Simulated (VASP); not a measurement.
Here is a VASP 6.6.1 calculation.

File POSCAR:

```
Sb
1.0
    3.3545324186      0.0000000000      0.0000000000
   -1.6772662093      2.9051102923      0.0000000000
    0.0000000000      0.0000000000      5.4701606500
Sb
2
Direct
    0.6666666667      0.3333333333      0.7500000000
    0.3333333333      0.6666666667      0.2500000000
```

INCAR.step1

```
PREC = Accurate ; ENCUT = 520
EDIFF = 1E-5 ; ISMEAR = -1
SIGMA = 0.05 ; LREAL = F
LASPH = T ; NELM = 60
ALGO = Normal ; ISIF = 2
LWAVE = T ; LCHARG = F
NBANDS = 12 ; GGA = PE
```

Contents of INCAR.step2:

```
PREC = Accurate ; ENCUT = 520
EDIFF = 1E-6 ; ISMEAR = -1
SIGMA = 0.05 ; LREAL = F
LASPH = T ; NELM = 60
ALGO = Normal ; ISIF = 2
LWAVE = F ; LCHARG = F
METAGGA = R2SCAN ; LHFCALC = T
AEXX = 0.1 ; LMIXTAU = T
PRECFOCK = Normal ; NBANDS = 12
ISTART = 1
```

File KPOINTS:

```
Automatic mesh
0
Gamma
  5 5 3
```

Potentials or basis: VASP PAW PBE potentials, release 64 (Sb).

Launch:

```sh
$ cat potpaw_PBE.64/Sb/POTCAR > POTCAR
$ cp INCAR.step1 INCAR
$ mpirun -np 1 vasp_std > vasp.out
$ cp INCAR.step2 INCAR
$ mpirun -np 1 vasp_std > vasp.out
```

Problem. Estimate the band gap on the k mesh.

Solution. Zero (bands 5 and 6 overlap by 6.68 eV).

Problem. What does it give for the pressure?

Solution. -1.7 GPa.

Stress tensor (GPa, compression positive):
```
-3.64  0.00  0.00
 0.00 -3.64  0.00
 0.00  0.00  2.32
```

Caveat: the k points lie up to 0.43 Å⁻¹ apart, too coarse for converged energies and pressures of a metal; the PAW data sets were made with another functional, which shifts forces and pressure a little; spin-orbit coupling is left out, which moves the levels of the heavy elements.
